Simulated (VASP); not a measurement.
Set up this calculation in VASP 6.6.1, as the native input.

```
Task                   : relaxation of cell and atoms
Functional             : PBEsol
Potentials or basis    : VASP PAW PBE potentials, release 64 (Zn, O)
Cutoff                 : 600 eV
k mesh                 : 8 × 8 × 8
Occupations            : fermi-dirac, width 0.03 eV
Spin                   : no spin polarisation
Dipole correction      : no
Further INCAR settings : ALGO = Normal; EDIFF = 1e-06; IBRION = 2; EDIFFG = -0.01; NSW = 100; ISIF = 3
```

The structure of ZnO lies in POSCAR:

```
ZnO
1.0
    2.8723722900      0.0000000000      0.0000000000
    0.0000000000      2.8723722900      0.0000000000
    0.0000000000      0.0000000000      2.8723722900
Zn O
1 1
Direct
    0.0000000000      0.0000000000      0.0000000000
    0.5000000000      0.5000000000      0.5000000000
```

These files were run (other wordings do the same):

INCAR

```
SYSTEM = ZnO
ALGO = Normal ; EDIFF = 1E-6
EDIFFG = -0.01 ; ENCUT = 600
GGA = PS ; IBRION = 2
ISIF = 3 ; ISMEAR = -1
LASPH = .True. ; LCHARG = .False.
LREAL = .False. ; LWAVE = .False.
NELM = 80 ; NSW = 100
PREC = Accurate ; SIGMA = 0.03
```

KPOINTS

```
k-points
0
Gamma
  8 8 8
  0 0 0
```

Potentials or basis: VASP PAW PBE potentials, release 64 (Zn, O).

Command:

```sh
$ cat potpaw_PBE.64/Zn/POTCAR potpaw_PBE.64/O/POTCAR > POTCAR
$ mpirun -np 1 vasp_std > vasp.out
```

Results of the run:

```json
{
 "Relaxed volume": "9.28 Å³/atom",
 "Relaxed cell": "a = 2.648 Å, b = 2.648 Å, c = 2.648 Å, α = 90.00°, β = 90.00°, γ = 90.00°",
 "Space group after relaxing (to 0.05 Å)": "Pm-3m (No. 221)",
 "Energy gained by relaxing": "257.6 meV/atom",
 "Ionic steps": "3",
 "Pressure after relaxing": "0.1 GPa",
 "Band gap on the k mesh": "zero (band 9 reaches 3.42 eV, above the bottom of band 10 at 2.75 eV)"
}
```

Caveat: the volume moved by over 15 % at a fixed basis, so the end points are rough; the PAW data sets were made with another functional, which shifts forces and pressure a little.

Wall time 31 s on 1 thread of AMD EPYC 7R13 Processor (Zen 3), with other jobs on the host, peak memory 0.12 GiB.
